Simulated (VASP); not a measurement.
# ScH3 (Fm-3m) in VASP: density of states with PBEsol

Aim: the density of states of ScH3 with PBEsol.

Program: VASP 6.6.1. These are calculated values, not measurements. Logs are shortened: lines on timing, memory, paths and dates and some standing lists are left out, and cuts for length are marked.

## 1. The cell of the first run

The structure is cubic, space group Fm-3m (No. 225). The conventional cell has a = 4.706 Å, b = 4.706 Å, c = 4.706 Å, α = 90.00°, β = 90.00°, γ = 90.00°. Sc (site symmetry m-3m) has 14 H at 2.04 to 2.35 Å within 2.7 Å. H (site symmetry m-3m) has 8 H at 2.04 Å and 6 Sc at 2.35 Å within 2.7 Å. H (site symmetry -43m) has 4 Sc at 2.04 Å and 10 H at 2.04 to 2.35 Å within 2.7 Å.

## 2. Density of states, PBEsol

File POSCAR:

```
ScH3
1.0
    0.0000000000      2.3529243548      2.3529243548
    2.3529243548      0.0000000000      2.3529243548
    2.3529243548      2.3529243548      0.0000000000
Sc H
1 3
Direct
    0.0000000000      0.0000000000      0.0000000000
    0.5000000000      0.5000000000      0.5000000000
    0.2500000000      0.2500000000      0.2500000000
    0.7500000000      0.7500000000      0.7500000000
```

File INCAR.step1:

```
  PREC = Accurate
  ENCUT = 520
  EDIFF = 1E-7
  ISMEAR = 0
  SIGMA = 0.05
  LREAL = F
  LASPH = T
  NELM = 80
  ALGO = Normal
  ISIF = 2
  LWAVE = F
  LCHARG = T
  LMAXMIX = 4
  GGA = PS
  NBANDS = 15
```

File KPOINTS.step1:

```
Automatic mesh
0
Gamma
  10 10 10
```

File INCAR.step2:

```
  PREC = Accurate
  ENCUT = 520
  EDIFF = 1E-7
  ISMEAR = -5
  SIGMA = 0.05
  LREAL = F
  LASPH = T
  NELM = 80
  ALGO = Normal
  ISIF = 2
  LWAVE = F
  LCHARG = F
  LMAXMIX = 4
  GGA = PS
  LORBIT = 11
  NEDOS = 2001
  ICHARG = 11
```

File KPOINTS.step2:

```
Automatic mesh
0
Gamma
  15 15 15
```

Potentials or basis: VASP PAW PBE potentials, release 64 (Sc_sv, H).

Launch:

```
> cat potpaw_PBE.64/Sc_sv/POTCAR potpaw_PBE.64/H/POTCAR > POTCAR
> cp INCAR.step1 INCAR
> cp KPOINTS.step1 KPOINTS
> mpirun -np 1 vasp_std > vasp.out
> cp INCAR.step2 INCAR
> cp KPOINTS.step2 KPOINTS
> mpirun -np 1 vasp_std > vasp.out
```

OUTCAR:

```text
PREC = Accurate
   ENCUT = 520
   EDIFF = 1E-7
   ISMEAR = -5
   LREAL = F
   LASPH = T
   NELM = 80
   ISIF = 2
   GGA = PS
   LORBIT = 11
   ICHARG = 11

 ion  position               nearest neighbor table
   1  0.000  0.000  0.000-   4 2.04   4 2.04   4 2.04   3 2.04   4 2.04   3 2.04   3 2.04   3 2.04

   2  0.500  0.500  0.500-
   3  0.250  0.250  0.250-   1 2.04   1 2.04   1 2.04   1 2.04
   4  0.750  0.750  0.750-   1 2.04   1 2.04   1 2.04   1 2.04

  LATTYP: Found a face centered cubic cell.
 ALAT       =     4.7058487096

  Lattice vectors:

 A1 = (   0.0000000000,   2.3529243548,   2.3529243548)
 A2 = (   2.3529243548,   0.0000000000,   2.3529243548)
 A3 = (   2.3529243548,   2.3529243548,   0.0000000000)

Analysis of symmetry for initial positions (statically):
=====================================================================
 Subroutine PRICEL returns:
 Original cell was already a primitive cell.

 Routine SETGRP: Setting up the symmetry group for a
 face centered cubic supercell.

 Subroutine GETGRP returns: Found 48 space group operations
[... 9 lines left out ...]

 Routine SETGRP: Setting up the symmetry group for a
 face centered cubic supercell.

 Subroutine GETGRP returns: Found 48 space group operations
 (whereof 48 operations were pure point group operations)
 out of a pool of 48 trial point group operations.

The dynamic configuration has the point symmetry O_h .

 Subroutine INISYM returns: Found 48 space group operations
 (whereof 48 operations are pure point group operations),
 and found     1 'primitive' translations

----------------------------------------------------------------------------------------

                                     Primitive cell

  volume of cell :      26.0528

  direct lattice vectors                    reciprocal lattice vectors
     0.000000000  2.352924355  2.352924355    -0.212501519  0.212501519  0.212501519
     2.352924355  0.000000000  2.352924355     0.212501519 -0.212501519  0.212501519
     2.352924355  2.352924355  0.000000000     0.212501519  0.212501519 -0.212501519

  length of vectors
     3.327537534  3.327537534  3.327537534     0.368063428  0.368063428  0.368063428

  position of ions in fractional coordinates (direct lattice)
     0.000000000  0.000000000  0.000000000
     0.500000000  0.500000000  0.500000000
     0.250000000  0.250000000  0.250000000
     0.750000000  0.750000000  0.750000000

  ion indices of the primitive-cell ions
   primitive index   ion index
                 1           1
                 2           2
                 3           3
                 4           4

----------------------------------------------------------------------------------------

 KPOINTS: Automatic mesh

Automatic generation of k-mesh.
 Grid dimensions read from file:
 generate k-points for:   15   15   15

 Generating k-lattice:

  Cartesian coordinates                     Fractional coordinates (reciprocal lattice)
    -0.014166768  0.014166768  0.014166768     0.066666667  0.000000000  0.000000000
     0.014166768 -0.014166768  0.014166768     0.000000000  0.066666667  0.000000000
     0.014166768  0.014166768 -0.014166768     0.000000000  0.000000000  0.066666667

  Length of vectors
     0.024537562  0.024537562  0.024537562

  Shift w.r.t. Gamma in fractional coordinates (k-lattice)
     0.000000000  0.000000000  0.000000000

 TETIRR: Found    484 inequivalent tetrahedra from    20250

 Subroutine IBZKPT returns following result:
 ===========================================

 Found    120 irreducible k-points:

 Following reciprocal coordinates:
            Coordinates               Weight
  0.000000  0.000000  0.000000      1.000000
  0.066667  0.000000  0.000000      8.000000
  0.133333  0.000000  0.000000      8.000000
  0.200000  0.000000  0.000000      8.000000
  0.266667  0.000000  0.000000      8.000000
  0.333333  0.000000  0.000000      8.000000
[... 16 lines left out ...]
  0.133333  0.133333  0.000000      6.000000
  0.200000  0.133333  0.000000     24.000000
 [... further k-points ...]
   k-points           NKPTS =    120   k-points in BZ     NKDIM =    120   number of bands    NBANDS=     11
   number of dos      NEDOS =   2001   number of ions     NIONS =      4
   total plane-waves  NPLWV =  21952
   dimension x,y,z NGX =    28 NGY =   28 NGZ =   28
   dimension x,y,z NGXF=    56 NGYF=   56 NGZF=   56
   ions per type =               1   3
   NGX,Y,Z   is equivalent  to a cutoff of  13.99, 13.99, 13.99 a.u.
   NGXF,Y,Z  is equivalent  to a cutoff of  27.98, 27.98, 27.98 a.u.
 SYSTEM =  unknown system
   PREC   = accura    normal or accurate (medium, high low for compatibility)
   ISTART =      0    job   : 0-new  1-cont  2-samecut
   ICHARG =     11    charge: 1-file 2-atom 10-const
   ISPIN  =      1    spin polarized calculation?
   LNONCOLLINEAR =      F non collinear calculations
   LSORBIT =      F    spin-orbit coupling
   LASPH  =      T    aspherical Exc in radial PAW
   ENCUT  =  520.0 eV  38.22 Ry    6.18 a.u.   6.19  6.19  6.19*2*pi/ulx,y,z
   NELM   =     80;   NELMIN=  2; NELMDL=  0     # of ELM steps
   EDIFF  = 0.1E-06   stopping-criterion for ELM
   LREAL  =      F    real-space projection
   EDIFFG = 0.1E-05   stopping-criterion for IOM
   NSW    =      0    number of steps for IOM
   IBRION =     -1    ionic relax: 0-MD 1-quasi-New 2-CG
   NFREE  =      0    steps in history (QN), initial steepest desc. (CG)
   ISIF   =      2    stress and relaxation
   ISYM   =      2    0-nonsym 1-usesym 2-fastsym
   POTIM  = 0.5000    time-step for ionic-motion
   TEBEG  =    0.0;   TEEND  =   0.0 temperature during run
   PSTRESS=    0.0 pullay stress
   NELECT =      14.0000    total number of electrons
   NUPDOWN=      -1.0000    fix difference up-down
   EMIN   =  10.00;   EMAX   =-10.00  energy-range for DOS
   EFERMI =   0.00;   METHOD = LEGACY
   ISMEAR =    -5;   SIGMA  =   0.05  broadening in eV -4-tet -1-fermi 0-gaus
   EFERMI_NEDOS =   21; number of points for ismear=-14 and -15
   IALGO  =     38    algorithm
   IMIX   =      4    mixing-type and parameters
     AMIX     =   0.40;   BMIX     =  1.00
     AMIX_MAG =   1.60;   BMIX_MAG =  1.00
  volume/ion in A,a.u.               =       6.51        43.95
  Fermi-wavevector in a.u.,A,eV,Ry     =   1.330964  2.515157 24.102236  1.771464
  Thomas-Fermi vector in A             =   2.460011
   LORBIT       =     11    0 simple, 1 ext, 2 COOP (PROOUT), +10 PAW based schemes
   GGA     = PS    functional components
   LHFCALC =     F    Hartree Fock is set to
   AEXX    =    0.0000 exact exchange contribution
   IVDW    =     0    specifies the selected vdW correction
   LEPSILON=     F    determine dielectric tensor
   LRPA    =     F    only Hartree local field effects (RPA)
 non-spin polarized calculation
 Fermi weights with tetrahedron method with Bloechl corrections
  energy-cutoff  :      520.00
  volume of cell :       26.05
 maximum number of plane-waves:       725
 NGX is ok and might be reduce to    28

 number of electron      14.0000000 magnetization

 Free energy of the ion-electron system (eV)
  ---------------------------------------------------
  ext. energy  EPLUGINS =         0.00000000
  ---------------------------------------------------
  free energy    TOTEN  =       -18.55565186 eV

  energy without entropy =      -18.55565186  energy(sigma->0) =      -18.55565186

 E-fermi :   5.6594     XC(G=0): -11.3649

 val. band max:        5.8418447004   @ k =   0.2667   0.0000   0.0000
 cond. band min:       5.5151949419   @ k =   0.4667   0.0000   0.0000
 fundamental gap:     -0.3266497585
 Fermi energy:         5.6594147599

 k-point     1 :       0.0000    0.0000    0.0000
  band No.  band energies     occupation
      1     -44.3519      2.00000
      2     -22.9103      2.00000
      3     -22.9103      2.00000
      4     -22.9103      2.00000
      5      -5.8407      2.00000
      6       5.0640      2.00000
      7       5.6325      1.32327
      8       5.6325      1.32325
      9       5.6325      0.00138
     10       7.4590      0.00000
     11       7.4590      0.00000

 k-point     2 :       0.0667    0.0000    0.0000
  band No.  band energies     occupation
      1     -44.3494      2.00000
      2     -22.9301      2.00000
      3     -22.9125      2.00000
      4     -22.9125      2.00000
      5      -5.7372      2.00000
      6       4.1656      2.00000
      7       5.6766      0.02471
      8       5.6766      0.02470
      9       6.5981     -0.00008
     10       7.4116      0.00000
     11       7.4116      0.00000

 k-point     3 :       0.1333    0.0000    0.0000
  band No.  band energies     occupation
      1     -44.3423      2.00000
      2     -22.9858      2.00000
      3     -22.9187      2.00000
      4     -22.9187      2.00000
      5      -5.4340      2.00000
      6       3.1294      2.00000
      7       5.7839     -0.19755
      8       5.7839      0.00000
      9       7.3113      0.00000
     10       7.3113      0.00000
     11       7.3912      0.00000
[... 267 lines left out ...]
 k-point    23 :       0.1333    0.1333    0.0000
  band No.  band energies     occupation
      1     -44.3391      2.00000
      2     -22.9865      2.00000
      3     -22.9334      2.00000
      4     -22.9334      2.00000
      5      -5.3009      2.00000
      6       2.8395      2.00000
      7       5.8765      0.42381
      8       5.8765      0.00000
      9       6.1783      0.00000
     10       7.6057      0.00000
     11       8.2502      0.00000

 k-point    24 :       0.2000    0.1333    0.0000
  band No.  band energies     occupation
      1     -44.3313      2.00000
      2     -23.0389      2.00000
      3     -22.9451      2.00000
      4     -22.9424      2.00000
      5      -4.9481      2.00000
      6       2.2255      2.00000
      7       5.3311      2.08273
      8       6.0058      0.00000
      9       6.2377      0.00000
     10       7.6668      0.00000
     11       8.4210      0.00000

 [... further k-points ...]
[... 5 lines left out ...]
  --------------------------------------------------------------------------------------
  -------------------------------------------------------------------------------------
  Total        0.1073380      0.1073380      0.1073380      0.0000000      0.0000000     -0.0000000
  in kB        6.6010049      6.6010049      6.6010049      0.0000000      0.0000000     -0.0000000
  external PRESSURE =       6.6010049 kB  Pullay stress =       0.0000000 kB

 VOLUME and BASIS-vectors are now :
 -----------------------------------------------------------------------------
  energy-cutoff  :      520.00
  volume of cell :       26.05
      direct lattice vectors                 reciprocal lattice vectors
     0.000000000  2.352924355  2.352924355    -0.212501519  0.212501519  0.212501519
     2.352924355  0.000000000  2.352924355     0.212501519 -0.212501519  0.212501519
     2.352924355  2.352924355  0.000000000     0.212501519  0.212501519 -0.212501519

 POSITION                                       TOTAL-FORCE (eV/Angst)
 -----------------------------------------------------------------------------------
      0.00000      0.00000      0.00000        -0.000000      0.000000      0.000000
      2.35292      2.35292      2.35292        -0.000000      0.000000      0.000000
      1.17646      1.17646      1.17646        -0.000000     -0.000000      0.000000
      3.52939      3.52939      3.52939         0.000000     -0.000000     -0.000000
 -----------------------------------------------------------------------------------
    total drift:                               -0.000000     -0.000000      0.000000

  FREE ENERGIE OF THE ION-ELECTRON SYSTEM (eV)
  ---------------------------------------------------
  free  energy   TOTEN  =       -18.5556518644 eV

  energy  without entropy=      -18.5556518644  energy(sigma->0) =      -18.55565186

 total charge

# of ion       s       p       d       tot
------------------------------------------
    1        2.169   6.184   1.218   9.572
    2        0.473   0.011   0.000   0.484
    3        0.558   0.010   0.000   0.569
    4        0.558   0.010   0.000   0.569
--------------------------------------------------
tot          3.759   6.216   1.218  11.193
```

Wall time 59 s (1 thread of Intel Xeon Platinum 8259CL at 2.50GHz (Skylake/Cascade Lake), shared host); peak memory 0.17 GiB.

Results:

```
Valence electrons inside the program's atomic spheres : Sc 9.57; H 0.48, 0.57
```

Levels at points of the mesh, in eV from the Fermi level:
```tsv
k point	band 4	band 5	band 6	band 7	band 8	band 9	band 10	band 11
(0.00, 0.00, 0.00)	-28.57	-11.50	-0.60	-0.03	-0.03	-0.03	1.80	1.80
```

Caveat: the PAW data sets were made with another functional, which shifts forces and pressure a little; tetrahedron occupations give inexact forces and stress in metals.
